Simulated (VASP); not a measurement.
Set up this calculation in VASP 6.6.1, as the native input.

```
Task                   : single point
Functional             : LDA
Potentials or basis    : VASP PAW LDA potentials, release 64 (Sc_sv)
Cutoff                 : 520 eV
k mesh                 : 10 × 10 × 10
Occupations            : fermi-dirac, width 0.025 eV
Spin                   : collinear spin, ferromagnetic start
Starting moments       : [1.01] μB
Hubbard terms          : Sc d U = 3.0 eV
Dipole correction      : no
Further INCAR settings : ALGO = Fast; EDIFF = 1e-06; NBANDS = 16
```

The structure of Sc lies in POSCAR:

```
Sc
1.0
   -1.9172054859      1.9172054859      1.7176030000
    1.9172054859     -1.9172054859      1.7176030000
    1.9172054859      1.9172054859     -1.7176030000
Sc
1
Direct
    0.0000000000      0.0000000000      0.0000000000
```

These files were run (other wordings do the same):

INCAR

```
  PREC = Accurate
  ENCUT = 520
  EDIFF = 1E-6
  ISMEAR = -1
  SIGMA = 0.025
  LREAL = F
  LASPH = T
  NELM = 150
  ALGO = Fast
  ISIF = 2
  LWAVE = F
  LCHARG = F
  ISPIN = 2
  MAGMOM = 1.01
  LORBIT = 11
  LMAXMIX = 4
  LDAU = T
  LDAUTYPE = 2
  LDAUL = 2
  LDAUU = 3
  LDAUJ = 0
  LDAUPRINT = 1
  GGA = CA
  NBANDS = 16
```

KPOINTS

```
regular mesh
0
Gamma
  10 10 10
```

Potentials or basis: VASP PAW LDA potentials, release 64 (Sc_sv).

Launch:

```bash
$ cat potpaw_LDA.64/Sc_sv/POTCAR > POTCAR
$ mpirun -np 1 vasp_std > vasp.out
```

It gave:

| Item | Value |
| --- | --- |
| Pressure | -0.4 GPa |
| Net moment | 0.09 μB per cell |
| Site moments | Sc +0.05 μB |
| Valence electrons inside the program's atomic spheres | Sc 9.24 |

Caveat: the U is typed as a test and isn't derived for this compound.

Run time: 40 s on 1 thread of Intel(R) Xeon(R) Platinum 8375C CPU @ 2.90GHz (Ice Lake), with other jobs on the host, peak memory 0.17 GiB.
